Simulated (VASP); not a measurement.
Write the native input for VASP 6.6.1 that does the following.

```yaml
Task: single point
Functional: HSE06
Potentials_or_basis: VASP PAW PBE potentials, release 64 (Sr_sv, O)
Cutoff: 520 eV
k_mesh: 6 × 6 × 6
Occupations: gaussian, width 0.01 eV
Spin: no spin polarisation
Dipole_correction: no
Grid_for_exact_exchange_PRECFOCK: Normal
Further_INCAR_settings: ALGO = Normal; EDIFF = 1e-06; NBANDS = 15
Share_of_exact_exchange: 0.25
Screening_parameter: 0.2079 1/Å
```

SrO:

```
CELL_PARAMETERS angstrom
0.00000 2.57989 2.66941
2.57989 0.00000 2.66941
2.57989 2.57989 0.00000
ATOMIC_POSITIONS crystal
Sr 0.50000 0.50000 0.50000
O 0.00000 0.00000 0.00000
```

This cell differs from its parent crystal: uniaxial z strain +3.5%.

These files were run (other wordings do the same):

POSCAR

```
SrO
1.0
    0.0000000000      2.5798927168      2.6694149941
    2.5798927168      0.0000000000      2.6694149941
    2.5798927168      2.5798927168      0.0000000000
Sr O
1 1
Direct
    0.5000000000      0.5000000000      0.5000000000
    0.0000000000      0.0000000000      0.0000000000
```

INCAR.step1

```
SYSTEM = SrO
PREC     = Accurate       ! precision mode
ENCUT    = 520            ! plane-wave cutoff, eV
EDIFF    = 1E-5           ! SCF threshold, eV
ISMEAR   = 0              ! smearing method
SIGMA    = 0.01           ! smearing width, eV
LREAL    = .False.        ! projectors in reciprocal space
LASPH    = .True.         ! aspherical terms in the spheres
NELM     = 100            ! most SCF steps
ALGO     = Normal         ! electronic algorithm
ISIF     = 2              ! what is computed and relaxed
LWAVE    = .True.         ! write WAVECAR
GGA      = PE             ! functional
NBANDS   = 15             ! bands
```

INCAR.step2

```
SYSTEM = SrO
PREC     = Accurate       ! precision mode
ENCUT    = 520            ! plane-wave cutoff, eV
EDIFF    = 1E-6           ! SCF threshold, eV
ISMEAR   = 0              ! smearing method
SIGMA    = 0.01           ! smearing width, eV
LREAL    = .False.        ! projectors in reciprocal space
LASPH    = .True.         ! aspherical terms in the spheres
NELM     = 100            ! most SCF steps
ALGO     = Normal         ! electronic algorithm
ISIF     = 2              ! what is computed and relaxed
LWAVE    = .False.        ! write WAVECAR
LCHARG   = .True.         ! write CHGCAR
GGA      = PE             ! functional
LHFCALC  = .True.         ! exact exchange
HFSCREEN = 0.2079         ! screening, 1/A
PRECFOCK = Normal       
LELF     = .True.         ! ELF
LVHAR    = .True.       
ISTART   = 1            
NBANDS   = 15             ! bands
```

KPOINTS

```
regular mesh
0
Gamma
  6 6 6
  0 0 0
```

Potentials or basis: VASP PAW PBE potentials, release 64 (Sr_sv, O).

Run with:

```bash
$ cat potpaw_PBE.64/Sr_sv/POTCAR potpaw_PBE.64/O/POTCAR > POTCAR
$ cp INCAR.step1 INCAR
$ mpirun -np 1 vasp_std > vasp.out
$ cp INCAR.step2 INCAR
$ mpirun -np 1 vasp_std > vasp.out
```

It gave:

The pressure is -2.5 GPa and the band gap on the k mesh is 4.69 eV (least direct gap 4.81 eV).

Caveat: the cell differs from its parent crystal (uniaxial z strain +3.5%); the PAW data sets were made with another functional, which shifts forces and pressure a little.

It took 110 min on 1 thread of Oxide Virtual Turin-like Processor, with other jobs on the host, peak memory 0.26 GiB.
